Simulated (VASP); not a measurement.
# C (C2/m) in VASP: a series of runs, part 2 of 2

VASP 6.6.1. The steps go on from the part before.

## (3) Relaxation of shape and atoms at fixed volume, PBE (11.54 Å³/atom)

This run uses another cell than the first one, of 11.54 Å³/atom.

Input file INCAR:

```
SYSTEM = C
PREC = Accurate ; ENCUT = 600
EDIFF = 1E-7 ; ISMEAR = 0
SIGMA = 0.02 ; LREAL = .False.
LASPH = .True. ; NELM = 60
ALGO = Normal ; ISIF = 4
LWAVE = .False. ; LCHARG = .False.
GGA = PE ; IBRION = 2
NSW = 50 ; EDIFFG = -0.01
```

Input file KPOINTS:

```
Automatic mesh
0
Gamma
  12 12 8
  0 0 0
```

Input file POSCAR:

```
C
1.0
    2.1572775407     -1.2455227429     -0.0151118923
    2.1572775407      1.2455227429     -0.0151118923
   -0.2710020646      0.0000000000      4.2979594150
C
2
Direct
    0.3333339401      0.3333339401      0.0000006275
    0.6666660599      0.6666660599      0.9999993725
```

Potentials or basis: VASP PAW PBE potentials, release 64 (C).

Run with:

```console
> cat potpaw_PBE.64/C/POTCAR > POTCAR
> mpirun -np 1 vasp_std > vasp.out
```

OUTCAR:

```text
SYSTEM = C
   PREC = Accurate
   ENCUT = 600
   EDIFF = 1E-7
   ISMEAR = 0
   LREAL = .False.
   LASPH = .True.
   NELM = 60
   ISIF = 4
   GGA = PE
   IBRION = 2
   NSW = 50
   EDIFFG = -0.01

 ion  position               nearest neighbor table
   1  0.333  0.333  0.000-   2 1.44   2 1.44   2 1.44
   2  0.667  0.667  1.000-   1 1.44   1 1.44   1 1.44

  LATTYP: Found a base centered monoclinic cell.
 ALAT       =     4.3146609400
 B/A-ratio  =     0.5773444357
 C/A-ratio  =     0.9981073450
 COS(beta)  =    -0.0699181639

  Lattice vectors:

 A1 = (   2.1572775407,  -1.2455227429,  -0.0151118923)
 A2 = (   2.1572775407,   1.2455227429,  -0.0151118923)
 A3 = (  -0.2710020646,   0.0000000000,   4.2979594150)

Analysis of symmetry for initial positions (statically):
=====================================================================
 Subroutine PRICEL returns:
 Original cell was already a primitive cell.

 Routine SETGRP: Setting up the symmetry group for a
 base centered monoclinic supercell.

 Subroutine GETGRP returns: Found  4 space group operations
 (whereof  4 operations were pure point group operations)
 out of a pool of  4 trial point group operations.

The static configuration has the point symmetry C_2h.

Analysis of symmetry for dynamics (positions and initial velocities):
=====================================================================
 Subroutine PRICEL returns:
 Original cell was already a primitive cell.

 Routine SETGRP: Setting up the symmetry group for a
 base centered monoclinic supercell.

 Subroutine GETGRP returns: Found  4 space group operations
 (whereof  4 operations were pure point group operations)
 out of a pool of  4 trial point group operations.

The dynamic configuration has the point symmetry C_2h.

[... 123 lines left out ...]
   GGA     = PE    functional components
   LHFCALC =     F    Hartree Fock is set to
   AEXX    =    0.0000 exact exchange contribution
   IVDW    =     0    specifies the selected vdW correction
   LEPSILON=     F    determine dielectric tensor
   LRPA    =     F    only Hartree local field effects (RPA)
 conjugate gradient relaxation of ions
 non-spin polarized calculation
 Gauss-broadening in eV      SIGMA  =   0.02
  energy-cutoff  :      600.00
  volume of cell :       23.09
 maximum number of plane-waves:       791
   NGX =  9   NGY =  9   NGZ = 17

--------------------------------------- Ionic step        1  -------------------------------------------

 number of electron       8.0000000 magnetization

 Free energy of the ion-electron system (eV)
  ---------------------------------------------------
  ext. energy  EPLUGINS =         0.00000000
  ---------------------------------------------------
  free energy    TOTEN  =       -18.44086630 eV

  energy without entropy =      -18.44085926  energy(sigma->0) =      -18.44086278

------------------------ aborting loop because EDIFF is reached ----------------------------------------

  FORCE on cell =-STRESS in cart. coord.  units (eV):
  Direction    XX          YY          ZZ          XY          YZ          ZX
  --------------------------------------------------------------------------------------
  -------------------------------------------------------------------------------------
  Total       -1.2963315     -1.2963178     -0.0319354      0.0000000      0.0000000      0.0067251
  in kB      -89.9639525    -89.9630057     -2.2162834      0.0000000      0.0000000      0.4667118
  external PRESSURE =     -60.7144138 kB  Pullay stress =       0.0000000 kB
[... 59 lines left out ...]
--------------------------------------- Ionic step        3  -------------------------------------------

 number of electron       8.0000000 magnetization

 Free energy of the ion-electron system (eV)
  ---------------------------------------------------
  ext. energy  EPLUGINS =         0.00000000
  ---------------------------------------------------
  free energy    TOTEN  =       -18.45290353 eV

  energy without entropy =      -18.45288945  energy(sigma->0) =      -18.45289649

 E-fermi :   2.6007     XC(G=0):  -8.5536

 val. band max:        2.5744587426   @ k =  -0.3333   0.3333   0.2500
 cond. band min:       2.6269541187   @ k =  -0.3333   0.3333   0.2500
 fundamental gap:      0.0524953761
 Fermi energy:         2.6007086674

 k-point     1 :       0.0000    0.0000    0.0000
  band No.  band energies     occupation
      1     -16.9173      2.00000
      2      -4.7954      2.00000
      3      -0.4452      2.00000
      4      -0.4452      2.00000
      5       5.6261      0.00000
      6      10.8918      0.00000
      7      10.8922      0.00000
      8      14.0138      0.00000
[... 243 lines left out ...]
 k-point    24 :      -0.4167    0.1667   -0.0000
  band No.  band energies     occupation
      1     -11.2591      2.00000
      2     -10.2351      2.00000
      3      -5.6307      2.00000
      4       0.9552      2.00000
      5       4.1939      0.00000
      6      12.4500      0.00000
      7      13.6319      0.00000
      8      13.9618      0.00000

 [... further k-points ...]
[... 5 lines left out ...]
  --------------------------------------------------------------------------------------
  -------------------------------------------------------------------------------------
  Total       -0.0380962     -0.0378976     -0.0377100      0.0000000      0.0000000     -0.0012744
  in kB       -2.6438328     -2.6300542     -2.6170302      0.0000000      0.0000000     -0.0884422
  external PRESSURE =      -2.6303057 kB  Pullay stress =       0.0000000 kB
[... 17 lines left out ...]
  FREE ENERGIE OF THE ION-ELECTRON SYSTEM (eV)
  ---------------------------------------------------
  free  energy   TOTEN  =       -18.4529035303 eV

  energy  without entropy=      -18.4528894458  energy(sigma->0) =      -18.45289649

 reached required accuracy - stopping structural energy minimisation
```

OSZICAR:

```text
N       E                     dE             d eps       ncg     rms          rms(c)
DAV:   1     0.146817054855E+02    0.14682E+02   -0.47325E+03  5184   0.978E+02
[... 23 lines left out ...]
       N       E                     dE             d eps       ncg     rms          rms(c)
DAV:   1    -0.184530891574E+02   -0.24711E-03   -0.83787E-03  5472   0.787E-01    0.516E-02
DAV:   2    -0.184529659591E+02    0.12320E-03   -0.17484E-04  7432   0.107E-01    0.303E-02
DAV:   3    -0.184529040556E+02    0.61904E-04   -0.22247E-04  6816   0.986E-02    0.854E-03
DAV:   4    -0.184529037708E+02    0.28486E-06   -0.39647E-06  6256   0.177E-02    0.369E-03
DAV:   5    -0.184529035140E+02    0.25674E-06   -0.61281E-07  6928   0.771E-03    0.963E-04
DAV:   6    -0.184529035303E+02   -0.16248E-07   -0.43974E-08  5736   0.174E-03
   3 F= -.18452904E+02 E0= -.18452896E+02  d E =-.120372E-01
```

Wall time 3.2 min (1 thread of Intel Xeon 8259CL, shared host); peak memory 0.18 GiB.

What came out:

```
Free energy               : -18.4529 eV
Energy gained by relaxing : 6.0 meV/atom
Ionic steps               : 3
Pressure after relaxing   : -0.3 GPa
Band gap on the k mesh    : zero (bands 4 and 5 overlap by 0.19 eV)
```

Step by step:
| step | energy change (eV) | largest force (eV/Å) | pressure (GPa) | volume (Å³) |
| --- | --- | --- | --- | --- |
| 1 | 0.0000 | 0.0001 | -6.07 | 23.09 |
| 2 | -0.0120 | 0.0002 | 0.16 | 23.09 |
| 3 | -0.0120 | 0.0002 | -0.26 | 23.09 |

Final structure:
```yaml
crystal:
  lattice:
    - [2.13700, -1.23382, -0.01507]
    - [2.13700, 1.23382, -0.01507]
    - [-0.26780, 0.00000, 4.37986]
  atoms:
    - { symbol: C, position: [0.33333, 0.33333, 0.00000] }
    - { symbol: C, position: [0.66667, 0.66667, 0.00000] }
```

Caveat: this functional lacks dispersion, which binds layers or chains, so the pressure and a relaxed spacing across them are unreliable.

The gap in the log of VASP goes by the Fermi energy; the results here count the filled bands.